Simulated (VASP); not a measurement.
Input of a VASP 6.6.1 run:

The input INCAR:

```
PREC = Accurate ; ENCUT = 520
EDIFF = 1E-6 ; ISMEAR = 0
SIGMA = 0.05 ; LREAL = F
LASPH = T ; NELM = 100
ALGO = Normal ; ISIF = 2
LWAVE = F ; LCHARG = F
GGA = PE ; NELECT = 102.0
NBANDS = 65
```

Contents of KPOINTS:

```
regular mesh
0
Gamma
  4 4 4
```

Contents of POSCAR:

```
Hf5O9
1.0
   -5.0981362878      0.0000000000      0.0000000000
   -2.5490681439      5.0981362878     -2.5490681439
   -2.5490681439     -2.5490681439     -5.0981362878
Hf O
5 9
Direct
    0.8000000000      0.8000000000      0.6000000000
    0.6000000000      0.6000000000      0.2000000000
    0.4000000000      0.4000000000      0.8000000000
    0.2000000000      0.2000000000      0.4000000000
    1.0000000000      0.0000000000      1.0000000000
    0.0500000000      0.3000000000      0.1000000000
    0.8500000000      0.1000000000      0.7000000000
    0.6500000000      0.9000000000      0.3000000000
    0.4500000000      0.7000000000      0.9000000000
    0.9500000000      0.7000000000      0.9000000000
    0.7500000000      0.5000000000      0.5000000000
    0.5500000000      0.3000000000      0.1000000000
    0.3653768321      0.3000000000      0.6000000000
    0.1500000000      0.9000000000      0.3000000000
```

Potentials or basis: VASP PAW PBE potentials, release 64 (Hf_pv, O).

The run is started by

```console
$ cat potpaw_PBE.64/Hf_pv/POTCAR potpaw_PBE.64/O/POTCAR > POTCAR
$ mpirun -np 1 vasp_std > vasp.out
```

What does it give for the largest force?

22.884 eV/Å.

Forces in eV/Å, atoms in the order of the input:
```
Hf    0.106   0.082  -0.421
Hf   -1.793   1.074   2.526
Hf  -13.531  -0.177 -18.454
Hf    2.682   0.431   3.252
Hf    1.929  -1.322  -2.323
O     0.032  -0.739   1.132
O    -1.063  -0.957   0.225
O    -0.304  -0.193  -1.161
O    -0.583   3.112  -0.262
O     0.667   0.319   0.988
O    -1.384   0.971   0.045
O    -0.401  -0.282  -1.930
O    13.718  -0.059  16.666
O    -0.075  -2.261  -0.282
```

Caveat: the cell carries a net charge on a neutralising background, which shifts energy and pressure; the cell differs from its parent crystal (atoms taken out, atom 13 moved 0.500 of the way to it and -0.333 Å across, host rigid).
